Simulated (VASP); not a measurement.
Runs of VASP 6.6.1 on SnSe2 (1T). The structure is that of space group P-3m1 (No. 164), or close to it. The cells are those of the table. 

```tsv
task	cell	cutoff (eV)	gap on the mesh (eV)	pressure (GPa)	largest force (eV/Å)
relaxation of cell and atoms	relaxed to 2 GPa from a = 3.800, b = 3.800, c = 5.890 Å, angles 90.0, 90.0, 120.0°, 3 atoms	600	none	2.0	-
relaxation of cell and atoms	relaxed from a = 3.811, b = 3.811, c = 6.137 Å, angles 90.0, 90.0, 120.0°, 3 atoms	600	0.20	0.0	-
single point	a = 3.780, b = 3.780, c = 5.662 Å, angles 90.0, 90.0, 120.0°, 3 atoms	520	none	2.2	0.02
single point	a = 3.800, b = 3.800, c = 5.890 Å, angles 90.0, 90.0, 120.0°, 3 atoms	520	0.20	(a)	0.02
```

Alike in all rows: level LDA; potentials or basis VASP PAW LDA potentials, release 64 (Sn_d, Se); no spin polarisation; k mesh 12 × 12 × 8; smearing gaussian 0.02 eV.

Estimate the missing entries.

(a) 0.2.

Caveats: spin-orbit coupling is left out, which moves the levels of the heavy elements; the cell is relaxed towards a set pressure, so the enthalpy falls and the energy may rise (some runs).

A k mesh can miss the band edges, and the runs leave out spin-orbit coupling on Se, Sn.

A gap of «none» marks levels without a gap at the run's occupations.
